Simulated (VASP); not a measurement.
# Hf2H (Fm-3m) in VASP: a series of runs, part 2 of 2

VASP 6.6.1. Earlier steps stand in the parts before.

### Step 5. Single point, PBE

This run uses another cell than the first one, of 16.44 Å³/atom, 0.990 times its volume.

INCAR

```
SYSTEM = Hf2H
  PREC = Accurate
  ENCUT = 520
  EDIFF = 1E-6
  ISMEAR = 0
  SIGMA = 0.1
  LREAL = .False.
  LASPH = .True.
  NELM = 100
  ALGO = Normal
  ISIF = 2
  LWAVE = .False.
  LCHARG = .True.
  GGA = PE
  LELF = .True.
  LVHAR = .True.
  NBANDS = 18
```

KPOINTS

```
regular mesh
0
Gamma
  14 14 14
  0 0 0
```

POSCAR

```
Hf2H
1.0
    0.0000000000      2.9104850882      2.9104850882
    2.9104850882      0.0000000000      2.9104850882
    2.9104850882      2.9104850882      0.0000000000
Hf H
2 1
Direct
    0.2500000000      0.2500000000      0.2500000000
    0.7500000000      0.7500000000      0.7500000000
    0.0000000000      0.0000000000      0.0000000000
```

Potentials or basis: VASP PAW PBE potentials, release 64 (Hf_pv, H).

Command:

```console
$ cat potpaw_PBE.64/Hf_pv/POTCAR potpaw_PBE.64/H/POTCAR > POTCAR
$ mpirun -np 1 vasp_std > vasp.out
```

OUTCAR:

```text
SYSTEM = Hf2H
   PREC = Accurate
   ENCUT = 520
   EDIFF = 1E-6
   ISMEAR = 0
   LREAL = .False.
   LASPH = .True.
   NELM = 100
   ISIF = 2
   GGA = PE

 ion  position               nearest neighbor table
   1  0.250  0.250  0.250-   2 2.91   2 2.91   2 2.91   2 2.91   2 2.91   2 2.91
   2  0.750  0.750  0.750-   1 2.91   1 2.91   1 2.91   1 2.91   1 2.91   1 2.91
   3  0.000  0.000  0.000-

  LATTYP: Found a face centered cubic cell.
 ALAT       =     5.8209701764

  Lattice vectors:

 A1 = (   0.0000000000,   2.9104850882,   2.9104850882)
 A2 = (   2.9104850882,   0.0000000000,   2.9104850882)
 A3 = (   2.9104850882,   2.9104850882,   0.0000000000)

Analysis of symmetry for initial positions (statically):
=====================================================================
 Subroutine PRICEL returns:
 Original cell was already a primitive cell.

 Routine SETGRP: Setting up the symmetry group for a
 face centered cubic supercell.

 Subroutine GETGRP returns: Found 48 space group operations
 (whereof 48 operations were pure point group operations)
 out of a pool of 48 trial point group operations.

The static configuration has the point symmetry O_h .

Analysis of symmetry for dynamics (positions and initial velocities):
=====================================================================
 Subroutine PRICEL returns:
 Original cell was already a primitive cell.

 Routine SETGRP: Setting up the symmetry group for a
 face centered cubic supercell.

 Subroutine GETGRP returns: Found 48 space group operations
 (whereof 48 operations were pure point group operations)
 out of a pool of 48 trial point group operations.

The dynamic configuration has the point symmetry O_h .

 Subroutine INISYM returns: Found 48 space group operations
 (whereof 48 operations are pure point group operations),
 and found     1 'primitive' translations

[... 110 lines left out ...]
   EFERMI =   0.00;   METHOD = LEGACY
   ISMEAR =     0;   SIGMA  =   0.10  broadening in eV -4-tet -1-fermi 0-gaus
   EFERMI_NEDOS =   21; number of points for ismear=-14 and -15
   IALGO  =     38    algorithm
   IMIX   =      4    mixing-type and parameters
     AMIX     =   0.40;   BMIX     =  1.00
     AMIX_MAG =   1.60;   BMIX_MAG =  1.00
  volume/ion in A,a.u.               =      16.44       110.92
  Fermi-wavevector in a.u.,A,eV,Ry     =   1.231703  2.327581 20.641283  1.517091
  Thomas-Fermi vector in A             =   2.366502
   LORBIT       =      0    0 simple, 1 ext, 2 COOP (PROOUT), +10 PAW based schemes
   GGA     = PE    functional components
   LHFCALC =     F    Hartree Fock is set to
   AEXX    =    0.0000 exact exchange contribution
   IVDW    =     0    specifies the selected vdW correction
   LEPSILON=     F    determine dielectric tensor
   LRPA    =     F    only Hartree local field effects (RPA)
 non-spin polarized calculation
 Gauss-broadening in eV      SIGMA  =   0.10
  energy-cutoff  :      520.00
  volume of cell :       49.31
 maximum number of plane-waves:      1363
   NGX = 15   NGY = 15   NGZ = 15

 number of electron      21.0000002 magnetization

 Free energy of the ion-electron system (eV)
  ---------------------------------------------------
  ext. energy  EPLUGINS =         0.00000000
  ---------------------------------------------------
  free energy    TOTEN  =       -21.46675025 eV

  energy without entropy =      -21.45334899  energy(sigma->0) =      -21.46004962

 E-fermi :   4.2585     XC(G=0): -11.0467

 val. band max:        4.2583180009   @ k =  -0.2143   0.2143   0.0714
 cond. band min:       4.2601221273   @ k =  -0.3571   0.0714   0.0000
 fundamental gap:      0.0018041264
 Fermi energy:         4.2585256321

 k-point     1 :       0.0000    0.0000    0.0000
  band No.  band energies     occupation
      1     -26.3604      2.00000
      2     -26.3604      2.00000
      3     -26.3604      2.00000
      4     -25.6679      2.00000
      5     -25.6679      2.00000
      6     -25.6679      2.00000
[... 481 lines left out ...]
      5     -25.6826      2.00000
      6     -25.6769      2.00000
[... 10 lines left out ...]
     17      10.3366      0.00000
     18      10.7991      0.00000

 [... further k-points ...]
[... 5 lines left out ...]
  --------------------------------------------------------------------------------------
  -------------------------------------------------------------------------------------
  Total       -0.1237982     -0.1237982     -0.1237982     -0.0000000      0.0000000      0.0000000
  in kB       -4.0225257     -4.0225257     -4.0225257     -0.0000000      0.0000000      0.0000000
  external PRESSURE =      -4.0225257 kB  Pullay stress =       0.0000000 kB

 VOLUME and BASIS-vectors are now :
 -----------------------------------------------------------------------------
  energy-cutoff  :      520.00
  volume of cell :       49.31
      direct lattice vectors                 reciprocal lattice vectors
     0.000000000  2.910485088  2.910485088    -0.171792669  0.171792669  0.171792669
     2.910485088  0.000000000  2.910485088     0.171792669 -0.171792669  0.171792669
     2.910485088  2.910485088  0.000000000     0.171792669  0.171792669 -0.171792669

 POSITION                                       TOTAL-FORCE (eV/Angst)
 -----------------------------------------------------------------------------------
      1.45524      1.45524      1.45524        -0.000000     -0.000000     -0.000000
      4.36573      4.36573      4.36573         0.000000      0.000000      0.000000
      0.00000      0.00000      0.00000         0.000000     -0.000000      0.000000
 -----------------------------------------------------------------------------------
    total drift:                               -0.000000     -0.000000      0.000000

  FREE ENERGIE OF THE ION-ELECTRON SYSTEM (eV)
  ---------------------------------------------------
  free  energy   TOTEN  =       -21.4667502546 eV

  energy  without entropy=      -21.4533489870  energy(sigma->0) =      -21.46004962
```

OSZICAR:

```text
N       E                     dE             d eps       ncg     rms          rms(c)
DAV:   1     0.517707286298E+02    0.51771E+02   -0.11073E+04  3744   0.105E+03
DAV:   2    -0.199752791660E+02   -0.71746E+02   -0.69756E+02  4704   0.246E+02
DAV:   3    -0.221408074564E+02   -0.21655E+01   -0.21145E+01  4790   0.278E+01
DAV:   4    -0.221624726734E+02   -0.21665E-01   -0.21616E-01  4860   0.321E+00
DAV:   5    -0.221626844495E+02   -0.21178E-03   -0.21172E-03  4810   0.293E-01    0.455E+01
DAV:   6    -0.215716439452E+02    0.59104E+00   -0.80915E-01  4270   0.467E+00    0.280E+01
DAV:   7    -0.214932733683E+02    0.78371E-01   -0.88598E-01  4482   0.491E+00    0.234E+00
DAV:   8    -0.214665209793E+02    0.26752E-01   -0.13152E-01  4156   0.189E+00    0.164E-01
DAV:   9    -0.214667277387E+02   -0.20676E-03   -0.41986E-03  4672   0.383E-01    0.173E-01
DAV:  10    -0.214667458690E+02   -0.18130E-04   -0.21919E-04  4594   0.673E-02    0.138E-01
DAV:  11    -0.214667526141E+02   -0.67452E-05   -0.53947E-05  4386   0.354E-02    0.308E-02
DAV:  12    -0.214667504241E+02    0.21901E-05   -0.45966E-06  4300   0.121E-02    0.497E-03
DAV:  13    -0.214667502546E+02    0.16948E-06   -0.38301E-07  2214   0.379E-03
   1 F= -.21466750E+02 E0= -.21460050E+02  d E =-.134013E-01
```

stdout:

```text
POSCAR found type information on POSCAR HfH
 POSCAR found :  2 types and       3 ions
 scaLAPACK will be used
 LDA part: xc-table for (Slater+PW92), standard interpolation
 POSCAR, INCAR and KPOINTS ok, starting setup
 FFT: planning ... GRIDC
 FFT: planning ... GRID_SOFT
 FFT: planning ... GRID
 WAVECAR not read
 entering main loop
```

Run time: 36 s. Hardware: 1 thread of Intel Xeon Platinum 8488C (Sapphire Rapids), shared host; peak memory 0.23 GiB.

Results:

```
Free energy : -21.4668 eV
Pressure    : -0.4 GPa
```

Levels at points of the mesh, in eV from the Fermi level:
```csv
k point,band 6,band 7,band 8,band 9,band 10,band 11,band 12,band 13,band 14,band 15
"(0.00, 0.00, 0.00)",-29.93,-8.21,-1.61,-1.61,-1.61,-1.49,-1.49,1.02,6.45,6.45
"(0.50, 0.00, 0.00)",-30.29,-6.00,-2.79,0.52,0.52,0.85,0.85,2.40,2.71,2.78
"(0.50, 0.50, 0.00)",-29.76,-5.72,-3.45,-1.56,-0.70,-0.54,2.79,2.79,3.72,3.72
```

Caveat: spin-orbit coupling is left out, which moves the levels of the heavy elements.

### Step 6. The runs side by side

```csv
task,cell,k mesh,cutoff (eV),gap on the mesh (eV),pressure (GPa)
single point,"a = 4.130 Å, angles 60.0°, 3 atoms",6 × 6 × 6,520,none,-0.6
single point,"a = 4.452 Å, angles 60.0°, 3 atoms",6 × 6 × 6,520,none,-13.9
relaxation of cell and atoms,"relaxed from a = 4.452 Å, angles 60.0°, 3 atoms",6 × 6 × 6,600,none,0.1
single point,"a = 4.116 Å, angles 60.0°, 3 atoms",14 × 14 × 14,520,none,-0.4
```

Alike in all rows: level PBE; potentials or basis VASP PAW PBE potentials, release 64 (Hf_pv, H); no spin polarisation; smearing gaussian 0.1 eV.

Caveats: spin-orbit coupling is left out, which moves the levels of the heavy elements; the volume moved by over 15 % at a fixed basis, so the end points are rough (some runs).

Total energies depend on the potentials used, so only differences within one code and one set of settings carry meaning.
